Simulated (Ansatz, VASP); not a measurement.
**One calculation of MnO, two programs**

```xyz
2
Lattice="3.1865 0.0000 0.0000 1.5932 2.7596 0.0000 1.5932 0.9199 2.6017" Properties=species:S:1:pos:R:3 pbc="T T T"
Mn    0.0000    0.0000    0.0000
O     3.1865    1.8397    1.3009
```

Change from the starting cell: volume scaled by 1.04.

Alike in both runs: task single point; functional RPBE; dispersion D3(BJ); k mesh 10 × 10 × 10; occupations fermi-dirac, width 0.1 eV; collinear spin; Hubbard terms Mn d U = 2.0 eV.

|  | VASP | Ansatz |
| --- | --- | --- |
| version | VASP 6.6.1 | Ansatz 0.2.0 |
| potentials or method | VASP PAW PBE potentials, release 64 (Mn_pv, O), cutoff 520 eV | all-electron LAPW, scalar-relativistic |

|  | VASP | Ansatz | Ansatz less VASP |
| --- | --- | --- | --- |
| gap on the k mesh at the Fermi level (eV) | none | none | - |
| pressure (GPa) | -19.7 | -19.1 | +0.58 |
| net moment per atom (μB) | 2.50 | 2.50 | 0.000 |
| size of the moment on the site where the two differ most (μB) | 0.17 | 0.20 | +0.024 |

VASP's potentials were made for PBE, not for RPBE. Site moments also hang on the region over which each program counts them. The programs project onto different local orbitals, so the same U acts differently, and such runs can settle in different states. A gap of «none» marks a metal or a gap that the smearing closes. Ansatz ran all-electron here, and VASP with PAW potentials.

Noted on Ansatz's run: the magnetic state may not be the lowest; U is the effective U less J, on atomic orbitals that reach past the spheres.
